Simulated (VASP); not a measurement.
Runs of VASP 6.6.1 on AlNi3. The structure is that of space group I4/mmm (No. 139), or close to it. The cells are those of the table. 

| cell | further INCAR settings | gap on the mesh (eV) | pressure (GPa) |
| --- | --- | --- | --- |
| a = 4.318, b = 4.318, c = 3.526 Å, angles 65.9, 65.9, 48.2°, 4 atoms | ALGO = Fast; EDIFF = 1e-07; NBANDS = 24 | none | 0.0 |
| a = 3.877, b = 3.877, c = 4.178 Å, angles 57.4, 57.4, 65.2°, 4 atoms | ALGO = Fast; EDIFF = 1e-06; NBANDS = 24 | none | 1.5 |
| a = 4.114, b = 4.114, c = 3.724 Å, angles 63.1, 63.1, 53.8°, 4 atoms | ALGO = Fast; EDIFF = 1e-07; NBANDS = 24 | none | 0.1 |
| a = 3.847, b = 3.847, c = 4.442 Å, angles 54.7, 54.7, 70.5°, 4 atoms | ALGO = Fast; EDIFF = 1e-07; NBANDS = 24 | none | (a) |

Alike in all rows: task single point; level PBEsol; potentials or basis VASP PAW PBE potentials, release 64 (Al, Ni); no spin polarisation; k mesh 16 × 16 × 16; cutoff (eV) 520; smearing gaussian 0.15 eV.

Fill in the values left out.

(a) 11.8.

Caveats: the PAW data sets were made with another functional, which shifts forces and pressure a little.

A gap of «none» marks levels without a gap at the run's occupations.
